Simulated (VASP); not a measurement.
Write the native input for VASP 6.6.1 that does the following.

```yaml
Task: single point
Functional: LDA
Potentials_or_basis: VASP PAW LDA potentials, release 64 (V_sv, Pt)
Cutoff: 520 eV
k_mesh: 7 × 7 × 7
Occupations: fermi-dirac, width 0.1 eV
Spin: collinear spin, ferromagnetic start
Starting_moments: "[0.65, 0.0, 0.0, 0.0] μB"
Fixed_moment: 0.65 μB
Dipole_correction: no
Further_INCAR_settings: ALGO = Normal; EDIFF = 1e-06; NBANDS = 34
```

The structure of VPt3 lies in POSCAR:

```
VPt3
1.0
    3.8790000000      0.0000000000      0.0000000000
    0.0000000000      3.8790000000      0.0000000000
    0.0000000000      0.0000000000      3.8790000000
V Pt
1 3
Direct
    0.0000000000      0.0000000000      0.0000000000
    0.0000000000      0.5000000000      0.5000000000
    0.5000000000      0.0000000000      0.5000000000
    0.5000000000      0.5000000000      0.0000000000
```

One way to write it, as run:

INCAR

```
ALGO = Normal
EDIFF = 1E-6
ENCUT = 520
ISIF = 2
ISMEAR = -1
ISPIN = 2
LASPH = True
LCHARG = False
LMAXMIX = 4
LORBIT = 11
LREAL = False
LWAVE = False
MAGMOM = 0.65 0 0 0
NBANDS = 34
NELM = 150
NUPDOWN = 0.65
PREC = Accurate
SIGMA = 0.1
```

KPOINTS

```
k-points
0
Gamma
  7 7 7
```

Potentials or basis: VASP PAW LDA potentials, release 64 (V_sv, Pt).

Launch:

```bash
$ cat potpaw_LDA.64/V_sv/POTCAR potpaw_LDA.64/Pt/POTCAR > POTCAR
$ mpirun -np 1 vasp_std > vasp.out
```

Results of the run:

| Item | Value |
| --- | --- |
| Pressure | -7.3 GPa |
| Net moment | 0.65 μB per cell |
| Site moments | V +0.77; Pt -0.06 μB |
| Valence electrons inside the program's atomic spheres | V 11.41; Pt 9.44 |

Caveat: the cell stands under tension; the total moment is fixed, so each spin has its own Fermi level and the state may be an excited one.

It took 78 s on 1 thread of Intel(R) Xeon(R) 6975P-C (Granite Rapids) (shared host), peak memory 0.19 GiB.
